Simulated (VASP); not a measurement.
# Be (Im-3m) in VASP: a series of runs, part 2 of 2

VASP 6.6.1. Earlier steps stand in the parts before.

**4. Relaxation of cell and atoms, PBEsol, target pressure 10 GPa, at which the enthalpy is minimised**

Input file INCAR:

```
SYSTEM = Be
PREC = Accurate ; ENCUT = 600
EDIFF = 1E-7 ; ISMEAR = -1
SIGMA = 0.05 ; LREAL = .False.
LASPH = .True. ; NELM = 120
ALGO = Normal ; ISIF = 3
LWAVE = .False. ; LCHARG = .False.
GGA = PS ; IBRION = 2
NSW = 80 ; EDIFFG = -0.02
PSTRESS = 100.0 ; GGA_COMPAT = .False.
NELMIN = 4
```

Input file KPOINTS:

```
Automatic mesh
0
Gamma
  24 24 24
  0 0 0
```

Input file POSCAR:

```
Be
1.0
   -1.2650000000      1.2650000000      1.2650000000
    1.2650000000     -1.2650000000      1.2650000000
    1.2650000000      1.2650000000     -1.2650000000
Be
1
Direct
    0.0000000000      0.0000000000      0.0000000000
```

Potentials or basis: VASP PAW PBE potentials, release 64 (Be).

Run with:

```sh
cat potpaw_PBE.64/Be/POTCAR > POTCAR
mpirun -np 1 vasp_std > vasp.out
```

OUTCAR:

```text
SYSTEM = Be
   PREC = Accurate
   ENCUT = 600
   EDIFF = 1E-7
   ISMEAR = -1
   LREAL = .False.
   LASPH = .True.
   NELM = 120
   ISIF = 3
   GGA = PS
   IBRION = 2
   NSW = 80
   EDIFFG = -0.02
   PSTRESS = 100.0
   NELMIN = 4

 ion  position               nearest neighbor table
   1  0.000  0.000  0.000-

  LATTYP: Found a body centered cubic cell.
 ALAT       =     2.5300000000

  Lattice vectors:

 A1 = (  -1.2650000000,   1.2650000000,   1.2650000000)
 A2 = (   1.2650000000,  -1.2650000000,   1.2650000000)
 A3 = (   1.2650000000,   1.2650000000,  -1.2650000000)

Analysis of symmetry for initial positions (statically):
=====================================================================
 Subroutine PRICEL returns:
 Original cell was already a primitive cell.

 Routine SETGRP: Setting up the symmetry group for a
 body centered cubic supercell.

 Subroutine GETGRP returns: Found 48 space group operations
 (whereof 48 operations were pure point group operations)
 out of a pool of 48 trial point group operations.

The static configuration has the point symmetry O_h .

Analysis of symmetry for dynamics (positions and initial velocities):
=====================================================================
 Subroutine PRICEL returns:
 Original cell was already a primitive cell.

 Routine SETGRP: Setting up the symmetry group for a
 body centered cubic supercell.

 Subroutine GETGRP returns: Found 48 space group operations
 (whereof 48 operations were pure point group operations)
 out of a pool of 48 trial point group operations.

The dynamic configuration has the point symmetry O_h .

 Subroutine INISYM returns: Found 48 space group operations
 (whereof 48 operations are pure point group operations),
 and found     1 'primitive' translations

----------------------------------------------------------------------------------------

                                     Primitive cell

  volume of cell :       8.0971

  direct lattice vectors                    reciprocal lattice vectors
    -1.265000000  1.265000000  1.265000000     0.000000000  0.395256917  0.395256917
     1.265000000 -1.265000000  1.265000000     0.395256917  0.000000000  0.395256917
     1.265000000  1.265000000 -1.265000000     0.395256917  0.395256917  0.000000000

  length of vectors
     2.191044272  2.191044272  2.191044272     0.558977693  0.558977693  0.558977693

  position of ions in fractional coordinates (direct lattice)
     0.000000000  0.000000000  0.000000000

  ion indices of the primitive-cell ions
   primitive index   ion index
                 1           1

----------------------------------------------------------------------------------------

[... 92 lines left out ...]
  Thomas-Fermi vector in A             =   2.161098
   LORBIT       =      0    0 simple, 1 ext, 2 COOP (PROOUT), +10 PAW based schemes
   GGA     = PS    functional components
   LHFCALC =     F    Hartree Fock is set to
   AEXX    =    0.0000 exact exchange contribution
   IVDW    =     0    specifies the selected vdW correction
   LEPSILON=     F    determine dielectric tensor
   LRPA    =     F    only Hartree local field effects (RPA)
 conjugate gradient relaxation of ions
 non-spin polarized calculation
  energy-cutoff  :      600.00
  volume of cell :        8.10
 maximum number of plane-waves:       277
 NGX is ok and might be reduce to    18
   NGX =  9   NGY =  9   NGZ =  9

--------------------------------------- Ionic step        1  -------------------------------------------

 number of electron       2.0000000 magnetization

 Free energy of the ion-electron system (eV)
  ---------------------------------------------------
  ext. energy  EPLUGINS =         0.00000000
  ---------------------------------------------------
  free energy    TOTEN  =        -3.89518743 eV

  energy without entropy =       -3.89366724  energy(sigma->0) =       -3.89442734

------------------------ aborting loop because EDIFF is reached ----------------------------------------

  FORCE on cell =-STRESS in cart. coord.  units (eV):
  Direction    XX          YY          ZZ          XY          YZ          ZX
  --------------------------------------------------------------------------------------
  -------------------------------------------------------------------------------------
  Total       -0.2427106     -0.2427106     -0.2427106      0.0000000      0.0000000      0.0000000
  in kB      -48.0250433    -48.0250433    -48.0250433      0.0000000      0.0000000      0.0000000
  external PRESSURE =    -148.0250433 kB  Pullay stress =     100.0000000 kB

 VOLUME and BASIS-vectors are now :
 -----------------------------------------------------------------------------
  energy-cutoff  :      600.00
  volume of cell :        8.10
      direct lattice vectors                 reciprocal lattice vectors
    -1.265000000  1.265000000  1.265000000     0.000000000  0.395256917  0.395256917
     1.265000000 -1.265000000  1.265000000     0.395256917  0.000000000  0.395256917
     1.265000000  1.265000000 -1.265000000     0.395256917  0.395256917  0.000000000

 POSITION                                       TOTAL-FORCE (eV/Angst)
 -----------------------------------------------------------------------------------
      0.00000      0.00000      0.00000        -0.000000      0.000000     -0.000000
 -----------------------------------------------------------------------------------
    total drift:                                0.000000     -0.000000      0.000000

  FREE ENERGIE OF THE ION-ELECTRON SYSTEM (eV)
  ---------------------------------------------------
  free  energy   TOTEN  =        -3.8951874344 eV

  energy  without entropy=       -3.8936672380  energy(sigma->0) =       -3.89442734

  enthalpy is  TOTEN    =        -3.3898040197 eV   P V=        0.5053834147

--------------------------------------- Ionic step        2  -------------------------------------------

 number of electron       2.0000000 magnetization

 Free energy of the ion-electron system (eV)
  ---------------------------------------------------
  ext. energy  EPLUGINS =         0.00000000
  ---------------------------------------------------
  free energy    TOTEN  =        -3.88543285 eV

  energy without entropy =       -3.88407387  energy(sigma->0) =       -3.88475336

 E-fermi :   8.7282     XC(G=0): -10.9003

 val. band max:        8.7105979347   @ k =   0.3750   0.2500   0.0000
 cond. band min:       8.7512749051   @ k =  -0.3750  -0.4167   0.1250
 fundamental gap:      0.0406769705
 Fermi energy:         8.7281912658

 k-point     1 :       0.0000    0.0000    0.0000
  band No.  band energies     occupation
      1      -4.0770      2.00000
      2      29.3255      0.00000
      3      29.3255      0.00000
      4      29.3255      0.00000
      5      41.0121      0.00000
[... 177 lines left out ...]
 k-point    24 :       0.4583    0.0417    0.0000
  band No.  band energies     occupation
      1       3.0375      2.00000
      2       9.4261      0.00000
      3      21.5228      0.00000
      4      24.4890      0.00000
      5      30.8954      0.00000

 [... further k-points ...]
[... 5 lines left out ...]
  --------------------------------------------------------------------------------------
  -------------------------------------------------------------------------------------
  Total        0.4367210      0.4367210      0.4367210      0.0000000      0.0000000     -0.0000000
  in kB       96.4880844     96.4880844     96.4880844      0.0000000      0.0000000     -0.0000000
  external PRESSURE =      -3.5119156 kB  Pullay stress =     100.0000000 kB

 VOLUME and BASIS-vectors are now :
 -----------------------------------------------------------------------------
  energy-cutoff  :      600.00
  volume of cell :        7.25
      direct lattice vectors                 reciprocal lattice vectors
    -1.219346098  1.219346098  1.219346098     0.000000000  0.410055849  0.410055849
     1.219346098 -1.219346098  1.219346098     0.410055849  0.000000000  0.410055849
     1.219346098  1.219346098 -1.219346098     0.410055849  0.410055849  0.000000000

 POSITION                                       TOTAL-FORCE (eV/Angst)
 -----------------------------------------------------------------------------------
      1.21935     -1.21935      1.21935         0.000000      0.000000      0.000000
 -----------------------------------------------------------------------------------
    total drift:                               -0.000000      0.000000     -0.000000

  FREE ENERGIE OF THE ION-ELECTRON SYSTEM (eV)
  ---------------------------------------------------
  free  energy   TOTEN  =        -3.8854328519 eV

  energy  without entropy=       -3.8840738729  energy(sigma->0) =       -3.88475336

  enthalpy is  TOTEN    =        -3.4328163461 eV   P V=        0.4526165059

 reached required accuracy - stopping structural energy minimisation
```

CONTCAR:

```text
Be
   1.00000000000000
    -1.2193460981593958    1.2193460981593958    1.2193460981593958
     1.2193460981593958   -1.2193460981593958    1.2193460981593958
     1.2193460981593958    1.2193460981593958   -1.2193460981593958
  Be
     1
Direct
     0.0000000000000000    1.0000000000000000    0.0000000000000000

  0.00000000E+00  0.00000000E+00  0.00000000E+00
```

It took 25 s on 1 thread of Intel Xeon Platinum 8259CL at 2.50GHz (Skylake/Cascade Lake), shared host; peak memory 0.13 GiB.

Results:

```
Free energy                                                : -3.8854 eV
Relaxed volume                                             : 7.25 Å³/atom
Relaxed cell                                               : a = 2.112 Å, b = 2.112 Å, c = 2.112 Å, α = 109.47°, β = 109.47°, γ = 109.47°
Space group after relaxing (to 0.1 Å)                      : Im-3m (No. 229)
Energy change on relaxing (the run minimises the enthalpy) : +9.8 meV/atom
Ionic steps                                                : 2
Pressure after relaxing                                    : 9.6 GPa
Band gap on the k mesh                                     : zero (bands 1 and 2 overlap by 5.69 eV)
```

Step by step:
```
step  energy change (eV)  largest force (eV/Å)  pressure (GPa)  volume (Å³)
   1              0.0000                0.0000           -4.80         8.10
   2              0.0098                0.0000            9.65         7.25
```

Final structure:
```xyz
1
Lattice="-1.2193 1.2193 1.2193 1.2193 -1.2193 1.2193 1.2193 1.2193 -1.2193" Properties=species:S:1:pos:R:3 pbc="T T T"
Be    1.2193   -1.2193    1.2193
```

Levels at points of the mesh, in eV from the Fermi level:
```csv
k point,band 1,band 2,band 3,band 4
"(0.00, 0.00, 0.00)",-12.81,20.60,20.60,20.60
"(0.50, 0.00, 0.00)",-5.66,0.56,12.97,16.33
"(0.50, 0.50, 0.50)",4.12,4.12,4.12,10.13
```

Caveat: the cell is relaxed towards a set pressure, so the run minimises the enthalpy, not the energy; the PAW data sets were made with another functional, which shifts forces and pressure a little.

**5. Relaxation of cell and atoms, PBEsol, target pressure 20 GPa, at which the enthalpy is minimised**

Input file INCAR:

```
ALGO = Normal
EDIFF = 1E-7
EDIFFG = -0.02
ENCUT = 600
GGA = PS
GGA_COMPAT = F
IBRION = 2
ISIF = 3
ISMEAR = -1
LASPH = T
LCHARG = F
LREAL = F
LWAVE = F
NELM = 120
NELMIN = 4
NSW = 80
PREC = Accurate
PSTRESS = 200.0
SIGMA = 0.05
```

Input file KPOINTS:

```
k-points
0
Gamma
  24 24 24
```

POSCAR is that of step 4.

Run with:

```sh
cat potpaw_PBE.64/Be/POTCAR > POTCAR
mpirun -np 1 vasp_std > vasp.out
```

Run time: 24 s. Hardware: 1 thread of Intel Xeon Platinum 8259CL at 2.50GHz (Skylake/Cascade Lake), shared host; peak memory 0.13 GiB.

Results (log left out):

| Property | Result |
| --- | --- |
| Free energy | -3.8462 eV |
| Relaxed volume | 6.82 Å³/atom |
| Relaxed cell | a = 2.069 Å, b = 2.069 Å, c = 2.069 Å, α = 109.47°, β = 109.47°, γ = 109.47° |
| Space group after relaxing (to 0.1 Å) | Im-3m (No. 229) |
| Energy change on relaxing (the run minimises the enthalpy) | +49.0 meV/atom |
| Ionic steps | 3 |
| Pressure after relaxing | 20.1 GPa |
| Band gap on the k mesh | zero (bands 1 and 2 overlap by 5.98 eV) |

Step by step:
```
step  energy change (eV)  largest force (eV/Å)  pressure (GPa)  volume (Å³)
   1              0.0000                0.0000           -4.80         8.10
   2              0.0635                0.0000           23.16         6.72
   3              0.0490                0.0000           20.11         6.82
```

Final structure:
```
CELL_PARAMETERS angstrom
-1.19480 1.19480 1.19480
1.19480 -1.19480 1.19480
1.19480 1.19480 -1.19480
ATOMIC_POSITIONS crystal
Be 0.00000 0.00000 0.00000
```

Levels at points of the mesh, in eV from the Fermi level:
| k point | band 1 | band 2 | band 3 | band 4 | band 5 |
| --- | --- | --- | --- | --- | --- |
| (0.00, 0.00, 0.00) | -13.17 | 21.65 | 21.65 | 21.65 | 33.59 |
| (0.50, 0.00, 0.00) | -5.92 | 0.77 | 13.62 | 17.09 | 22.16 |
| (0.50, 0.50, 0.50) | 4.33 | 4.33 | 4.33 | 10.45 | 10.45 |

Caveat: the cell is relaxed towards a set pressure, so the run minimises the enthalpy, not the energy; the volume moved by over 15 % at a fixed basis, so the end points are rough; the PAW data sets were made with another functional, which shifts forces and pressure a little.

**6. Overview**

| cell | gap on the mesh (eV) | pressure (GPa) |
| --- | --- | --- |
| relaxed | none | 0.0 |
| relaxed to 5 GPa | none | 5.0 |
| relaxed to 10 GPa | none | 9.6 |
| relaxed to 20 GPa | none | 20.1 |

Alike in all rows: task relaxation of cell and atoms; level PBEsol; potentials or basis VASP PAW PBE potentials, release 64 (Be); no spin polarisation; k mesh 24 × 24 × 24; cutoff (eV) 600; smearing fermi-dirac 0.05 eV.

Caveats: the PAW data sets were made with another functional, which shifts forces and pressure a little; the cell is relaxed towards a set pressure, so the run minimises the enthalpy, not the energy (at least some runs); the volume moved by over 15 % at a fixed basis, so the end points are rough (at least some runs).

Total energies depend on the potentials used, so only differences within one code and one set of settings carry meaning.

The gap in the log of VASP goes by the Fermi energy; the results here count the filled bands.